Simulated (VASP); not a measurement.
A run of VASP 6.6.1:

The input INCAR:

```
SYSTEM = Sb
PREC = Accurate ; ENCUT = 520
EDIFF = 1E-8 ; ISMEAR = -1
SIGMA = 0.05 ; LREAL = .FALSE.
LASPH = .TRUE. ; NELM = 100
ALGO = Normal ; ISIF = 2
LWAVE = .FALSE. ; LCHARG = .FALSE.
GGA = PS ; LEFG = .TRUE.
NBANDS = 12
```

File KPOINTS:

```
regular mesh
0
G
  9 9 9
  0 0 0
```

POSCAR

```
Sb
1.0
    2.1007438352      1.1827036773      3.7100774999
   -2.2004568288      1.2257156839      3.7530895065
   -0.0126070064     -2.5207393611      3.7688329936
Sb
2
Direct
    0.2336400000      0.2336400000      0.2336400000
    0.7663600000      0.7663600000      0.7663600000
```

Potentials or basis: VASP PAW PBE potentials, release 64 (Sb).

Launch:

```sh
$ cat potpaw_PBE.64/Sb/POTCAR > POTCAR
$ mpirun -np 1 vasp_std > vasp.out
```

Hardware: 1 thread of Intel Xeon 8259CL, on a shared host.

Task: Estimate the wall time of this run.

Result: It took 6.3 min on 1 thread of Intel Xeon 8259CL (shared host), peak memory 0.37 GiB. Counts: scf iterations 14, k points 365.
